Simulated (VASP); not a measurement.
Input of a VASP 6.6.1 run:

Contents of INCAR:

```
SYSTEM = CdSe
  ALGO = Normal
  EDIFF = 1E-6
  EDIFFG = -0.01
  ENCUT = 600
  GGA = PE
  IBRION = 2
  ISIF = 4
  ISMEAR = 0
  LASPH = .TRUE.
  LCHARG = .FALSE.
  LREAL = .FALSE.
  LWAVE = .FALSE.
  NELM = 100
  NSW = 50
  PREC = Accurate
  SIGMA = 0.1
```

Contents of KPOINTS:

```
k-points
0
G
  12 12 4
  0 0 0
```

POSCAR

```
CdSe
1.0
    4.1936641850      0.0000000000      0.0000000000
   -2.0968320925      3.6318197191      0.0000000000
    0.0000000000      0.0000000000      9.7778402095
Cd Se
3 3
Direct
    0.0000000000      0.5000000000      0.1666666667
    0.5000000000      0.5000000000      0.8333333333
    0.5000000000      0.0000000000      0.5000000000
    0.5000000000      0.5000000000      0.3333333333
    0.5000000000      0.0000000000      0.0000000000
    0.0000000000      0.5000000000      0.6666666667
```

Potentials or basis: VASP PAW PBE potentials, release 64 (Cd, Se).

Command:

```sh
$ cat potpaw_PBE.64/Cd/POTCAR potpaw_PBE.64/Se/POTCAR > POTCAR
$ mpirun -np 1 vasp_std > vasp.out
```

(1) What does it give for the band gap on the k mesh?

## Answers

(1) 0.02 eV (least direct gap 0.41 eV).

Caveat: semilocal functionals underestimate gaps, and a narrow one can read as zero.
